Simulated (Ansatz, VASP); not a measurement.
# Two plane-wave programs on Sn

INCAR

```
SYSTEM = Sn
PREC = Accurate ; ENCUT = 520
EDIFF = 1E-6 ; ISMEAR = 0
SIGMA = 0.1 ; LREAL = .False.
LASPH = .True. ; NELM = 100
ALGO = Normal ; ISIF = 2
LWAVE = .False. ; LCHARG = .False.
NBANDS = 21
```

The input KPOINTS:

```
regular mesh
0
Gamma
  6 6 6
  0 0 0
```

The input POSCAR:

```
Sn
1.0
   -2.9196440750      2.9196440750      1.5938000000
    2.9196440750     -2.9196440750      1.5938000000
    2.9196440750      2.9196440750     -1.5938000000
Sn
2
Direct
    0.0000000000      0.0000000000      0.0000000000
    0.7500000000      0.2500000000      0.5000000000
```

Input for Ansatz:

```yaml
crystal:
  lattice:
    - [-2.919644075, 2.919644075, 1.5938]
    - [2.919644075, -2.919644075, 1.5938]
    - [2.919644075, 2.919644075, -1.5938]
  atoms:
    - { symbol: Sn, position: [0.0, 0.0, 0.0] }
    - { symbol: Sn, position: [0.75, 0.25, 0.5] }
basis:
  ecutwfc: 420
kpoints:
  mp_grid: { grid: [6, 6, 6] }
hamiltonian:
  xc: lda
scf:
  occupations: { method: gaussian, width: 0.1 }
output:
  forces: true
  stress: true
  eigenvalues: true
```

Alike in both runs: task single point; functional LDA; k mesh 6 × 6 × 6; occupations gaussian, width 0.1 eV; no spin polarisation.

|  | VASP | Ansatz |
| --- | --- | --- |
| version | VASP 6.6.1 | Ansatz 0.2.0 |
| potentials or method | VASP PAW LDA potentials, release 64 (Sn_d), cutoff 520 eV | scalar-relativistic, plane waves, PAW |
| valence electrons in the cell | 28 | 28 |

Ansatz gave:

| Item | Value |
| --- | --- |
| gap on the k mesh at the Fermi level (eV) | none |
| pressure (GPa) | -2.0 |
| traceless stress, the component that is largest in VASP (GPa) | -1.14 |

Task: Which values does VASP return?

Result: gap on the k mesh at the Fermi level (eV): none; pressure (GPa): -2.1; traceless stress, the component that is largest in VASP (GPa): -1.17.

LDA's correlation is that of Perdew and Zunger in VASP and of Perdew and Wang (1992) in Ansatz. A gap of «none» marks a metal or a gap that the smearing closes.

The k mesh is coarse, so the values compare programs but aren't converged.
